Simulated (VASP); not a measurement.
A run of VASP 6.6.1 is set up as follows.

The input INCAR:

```
SYSTEM = HfO2
PREC     = Accurate       ! precision mode
ENCUT    = 520            ! plane-wave cutoff, eV
EDIFF    = 1E-7           ! SCF threshold, eV
ISMEAR   = 0              ! smearing method
SIGMA    = 0.05           ! smearing width, eV
LREAL    = .FALSE.        ! projectors in reciprocal space
LASPH    = .TRUE.         ! aspherical terms in the spheres
NELM     = 60             ! most SCF steps
ALGO     = Normal         ! electronic algorithm
ISIF     = 2              ! what is computed and relaxed
LWAVE    = .FALSE.        ! write WAVECAR
LCHARG   = .FALSE.        ! write CHGCAR
GGA      = PE             ! functional
NBANDS   = 56             ! bands
```

Contents of KPOINTS:

```
Automatic mesh
0
G
  6 6 3
  0 0 0
```

Contents of POSCAR:

```
HfO2
1.0
   -2.5575000000     -2.5575000000      0.0000000000
    2.5575000000     -2.5575000000      0.0000000000
    0.0000000000      0.0000000000     16.2300000000
Hf O
4 8
Direct
    0.0000000000      0.0000000000      0.5909195933
    0.5000000000      0.5000000000      0.1181839187
    0.0000000000      0.0000000000      0.2757624769
    0.5000000000      0.5000000000      0.4333410351
    0.5000000000      0.0000000000      0.0393946396
    0.0000000000      0.5000000000      0.1969731978
    0.5000000000      0.0000000000      0.3545517560
    0.0000000000      0.5000000000      0.5121303142
    0.5000000000      0.0000000000      0.1969731978
    0.0000000000      0.5000000000      0.3545517560
    0.5000000000      0.0000000000      0.5121303142
    0.0000000000      0.5000000000      0.0393946396
```

Potentials or basis: VASP PAW PBE potentials, release 64 (Hf_pv, O).

Command:

```sh
$ cat potpaw_PBE.64/Hf_pv/POTCAR potpaw_PBE.64/O/POTCAR > POTCAR
$ mpirun -np 1 vasp_std > vasp.out
```

(1) What does it give for the pressure?

(2) Predict the band gap on the k mesh.

## Answers

(1) -7.3 GPa.

(2) zero (bands 44 and 45 overlap by 0.54 eV).

Caveat: the cell differs from its parent crystal (the distance across one plane changed); the cell stands under tension; spin-orbit coupling is left out, which moves the levels of the heavy elements; forces of over 1 eV/Å act on the atoms, so gaps and moduli don't describe the material at rest.
